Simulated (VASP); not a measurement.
Write the native input for VASP 6.6.1 that does the following.

```
Task                   : single point
Functional             : PBEsol
Potentials or basis    : VASP PAW PBE potentials, release 64 (Sb, Pt)
Cutoff                 : 520 eV
k mesh                 : 12 × 12 × 8
Occupations            : gaussian, width 0.1 eV
Spin                   : no spin polarisation
Dipole correction      : no
Further INCAR settings : ALGO = Fast; EDIFF = 1e-06; NBANDS = 23
```

The structure of SbPt lies in POSCAR:

```
SbPt
1.0
    3.9387376692      0.0000000000      0.0000000000
   -1.9693688346      3.4110468804      0.0000000000
    0.0000000000      0.0000000000      5.5469116800
Sb Pt
2 2
Direct
    0.3333333333      0.6666666667      0.2500000000
    0.6666666667      0.3333333333      0.7500000000
    0.0000000000      0.0000000000      0.0000000000
    0.0000000000      0.0000000000      0.5000000000
```

This cell differs from its parent crystal: strained.

These files were run (other wordings do the same):

INCAR

```
SYSTEM = SbPt
ALGO = Fast
EDIFF = 1E-6
ENCUT = 520
GGA = PS
ISIF = 2
ISMEAR = 0
LASPH = .True.
LCHARG = .True.
LELF = .True.
LREAL = .False.
LVHAR = .True.
LWAVE = .False.
NBANDS = 23
NELM = 60
PREC = Accurate
SIGMA = 0.1
```

KPOINTS

```
k-points
0
Gamma
  12 12 8
  0 0 0
```

Potentials or basis: VASP PAW PBE potentials, release 64 (Sb, Pt).

The run is started by

```bash
$ cat potpaw_PBE.64/Sb/POTCAR potpaw_PBE.64/Pt/POTCAR > POTCAR
$ mpirun -np 1 vasp_std > vasp.out
```

Results of the run:

| Property | Result |
| --- | --- |
| Pressure | 17.4 GPa |
| Band gap on the k mesh | zero (bands 15 and 16 overlap by 4.65 eV) |

Caveat: the cell differs from its parent crystal (strained); the stress differs along the axes, from 13 to 20 GPa; the PAW data sets were made with another functional, which shifts forces and pressure a little; spin-orbit coupling is left out, which moves the levels of the heavy elements.

Run time: 4.2 min on 1 thread of Oxide Virtual Turin-like Processor, on a shared host, peak memory 0.26 GiB.
